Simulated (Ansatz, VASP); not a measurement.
NaH: VASP beside Ansatz

File INCAR:

```
SYSTEM = NaH
PREC = Accurate
ENCUT = 500
EDIFF = 1E-7
ISMEAR = 0
SIGMA = 0.02
LREAL = .FALSE.
LASPH = .TRUE.
NELM = 120
ALGO = Normal
ISIF = 3
LWAVE = .FALSE.
LCHARG = .FALSE.
GGA = PE
IBRION = 2
NSW = 100
EDIFFG = -0.01
GGA_COMPAT = .FALSE.
NELMIN = 4
```

KPOINTS

```
regular mesh
0
G
  12 12 10
  0 0 0
```

File POSCAR:

```
NaH
1.0
    3.3083145868      0.0000000000      0.0000000000
   -1.6541572934      2.8650844759      0.0000000000
    0.0000000000      0.0000000000      3.0251331538
Na H
1 1
Direct
    0.3333333333      0.6666666667      0.5000000000
    0.6666666667      0.3333333333      0.0000000000
```

Input for Ansatz:

```yaml
crystal:
  lattice:
    - [3.3083145868, 0.0, 0.0]
    - [-1.6541572934, 2.8650844759, 0.0]
    - [0.0, 0.0, 3.0251331538]
  atoms:
    - { symbol: Na, position: [0.3333333333, 0.6666666667, 0.5] }
    - { symbol: H, position: [0.6666666667, 0.3333333333, 0.0] }
basis:
  ecutwfc: 420
kpoints:
  mp_grid: { grid: [12, 12, 10] }
hamiltonian:
  xc: pbe
scf:
  occupations: { method: gaussian, width: 0.02 }
output:
  forces: true
  stress: true
  eigenvalues: true
relax:
  adjacent_minimum: "off"
  f_tol: 0.01
  max_steps: 80
  cell: { stress_tol: 0.05 }
```

Alike in both runs: task relaxation of cell and atoms; functional PBE; k mesh 12 × 12 × 10; occupations gaussian, width 0.02 eV; no spin polarisation.

|  | VASP | Ansatz |
| --- | --- | --- |
| version | VASP 6.6.1 | Ansatz 0.2.0 |
| potentials or method | VASP PAW PBE potentials, release 64 (Na_pv, H), cutoff 500 eV | scalar-relativistic, plane waves, PAW |
| valence electrons in the cell | 8 | 10 |

```tsv
	VASP	Ansatz	Ansatz less VASP
gap on the k mesh at the Fermi level, each at its own relaxed structure (eV)	2.31	2.31	+0.003
relaxed volume (Å³/atom)	14.34	14.34	0.000
relaxed cell length with the largest relative difference (Å)	3.025	3.025	0.0000
```

VASP's potentials hold 8 valence electrons a cell and Ansatz's 10, so a difference there can come from the potentials and not from the codes.

Noted on VASP's run: the relaxation stopped at its first step, so nothing moved.
